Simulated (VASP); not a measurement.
Set up this calculation in VASP 6.6.1, as the native input.

| Property | Result |
| --- | --- |
| Task | single point |
| Functional | r2SCAN |
| Potentials or basis | VASP PAW PBE potentials, release 64 (Na_sv, F) |
| Cutoff | 1250 eV |
| k mesh | 8 × 8 × 8 |
| Occupations | gaussian, width 0.01 eV |
| Spin | no spin polarisation |
| Dipole correction | no |
| Further INCAR settings | ALGO = Normal; EDIFF = 1e-06; NBANDS = 15 |

Crystal: NaF.

```
CELL_PARAMETERS angstrom
2.32863 2.32863 0.00000
-2.32863 2.32863 0.00000
0.00000 2.32863 2.32863
ATOMIC_POSITIONS crystal
Na 0.00000 0.00000 0.00000
F 0.50000 0.50000 0.00000
```

One way to write it, as run:

POSCAR

```
NaF
1.0
    2.3286261909      2.3286261909      0.0000000000
   -2.3286261909      2.3286261909      0.0000000000
    0.0000000000      2.3286261909      2.3286261909
Na F
1 1
Direct
    0.0000000000      0.0000000000      0.0000000000
    0.5000000000      0.5000000000      0.0000000000
```

INCAR.step1

```
SYSTEM = NaF
PREC = Accurate
ENCUT = 1250
ISMEAR = 0
SIGMA = 0.01
LREAL = .FALSE.
LASPH = .TRUE.
NELM = 120
NBANDS = 15
GGA = PE
ALGO = Normal
EDIFF = 1E-5
LWAVE = .TRUE.
LCHARG = .FALSE.
GGA_COMPAT = .FALSE.
```

INCAR.step2

```
SYSTEM = NaF
PREC = Accurate
ENCUT = 1250
EDIFF = 1E-6
ISMEAR = 0
SIGMA = 0.01
LREAL = .FALSE.
LASPH = .TRUE.
NELM = 120
ALGO = Normal
ISIF = 2
LWAVE = .FALSE.
LCHARG = .FALSE.
METAGGA = R2SCAN
LMIXTAU = .TRUE.
NBANDS = 15
ISTART = 1
GGA_COMPAT = .FALSE.
```

KPOINTS

```
regular mesh
0
G
  8 8 8
  0 0 0
```

Potentials or basis: VASP PAW PBE potentials, release 64 (Na_sv, F).

The run is started by

```bash
$ cat potpaw_PBE.64/Na_sv/POTCAR potpaw_PBE.64/F/POTCAR > POTCAR
$ cp INCAR.step1 INCAR
$ mpirun -np 1 vasp_std > vasp.out
$ cp INCAR.step2 INCAR
$ mpirun -np 1 vasp_std > vasp.out
```

Results of the run:

```json
{
  "Pressure": "-2.0 GPa",
  "Band gap on the k mesh": "7.05 eV"
}
```

Caveat: the PAW data sets were made with another functional, which shifts forces and pressure a little.

Wall time 2 min on 1 thread of AMD EPYC 7R13 Processor (Zen 3), on a shared host, peak memory 0.23 GiB.
